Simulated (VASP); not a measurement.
# SiC: single point with r2SCAN

The system is SiC.

```xyz
4
Lattice="3.0755 0.0000 0.0000 -1.5378 2.6635 0.0000 0.0000 0.0000 5.0474" Properties=species:S:1:pos:R:3 pbc="T T T"
Si    0.0000    1.7757    0.0231
Si    1.5378    0.8878    2.5468
C     0.0000    1.7757    1.9202
C     1.5378    0.8878    4.4439
```

| Item | Value |
| --- | --- |
| Program | VASP 6.6.1 |
| Task | single point |
| Functional | r2SCAN |
| Potentials or basis | VASP PAW PBE potentials, release 64 (Si, C) |
| Cutoff | 520 eV |
| k mesh | 8 × 8 × 6 |
| Occupations | gaussian, width 0.05 eV |
| Spin | collinear spin, zero start |
| Starting moments | [0.0, 0.0, 0.0, 0.0] μB |

- Pressure: -0.2 GPa
- Band gap on the k mesh: 2.92 eV, indirect (least direct gap 4.48 eV)
- Net moment: 0.00 μB per cell
- Valence electrons inside the program's atomic spheres: Si 1.68; C 2.57

Forces on the atoms (eV/Å):
```
Si   0.000  0.000  0.002
Si   0.000  0.000  0.002
C    0.000  0.000 -0.002
C    0.000  0.000 -0.002
```

Stress tensor (GPa, compression positive):
```
-0.21  0.00  0.00
 0.00 -0.21  0.00
 0.00  0.00 -0.10
```

Levels at points of the mesh, in eV from the valence-band top:
Spin up:
```csv
k point,band 5,band 6,band 7,band 8,band 9,band 10,band 11,band 12
"(0.00, 0.00, 0.00)",-1.39,-0.11,0.00,0.00,5.38,6.78,7.19,7.19
"(0.50, 0.00, 0.00)",-5.62,-3.48,-3.36,-1.26,3.23,4.67,7.47,7.65
"(0.00, 0.00, 0.50)",-0.75,-0.75,-0.75,-0.75,6.50,6.50,7.89,7.89
"(0.50, 0.00, 0.50)",-2.56,-2.56,-2.44,-2.44,3.72,3.72,5.79,5.79
```
Spin down:
```
           k point  band 5  band 6  band 7  band 8  band 9  band 10  band 11  band 12
(0.00, 0.00, 0.00)   -1.39   -0.11    0.00    0.00    5.38     6.78     7.19     7.19
(0.50, 0.00, 0.00)   -5.62   -3.48   -3.36   -1.26    3.23     4.67     7.47     7.65
(0.00, 0.00, 0.50)   -0.75   -0.75   -0.75   -0.75    6.50     6.50     7.89     7.89
(0.50, 0.00, 0.50)   -2.56   -2.56   -2.44   -2.44    3.72     3.72     5.79     5.79
```

Run time: 96 s on 1 thread of Intel(R) Xeon(R) 6975P-C (Granite Rapids), on a shared host, peak memory 0.19 GiB.

Caveat: the PAW data sets were made with another functional, which shifts forces and pressure a little. r2SCAN opens gaps a little over a GGA but as a rule still falls short of measured ones.
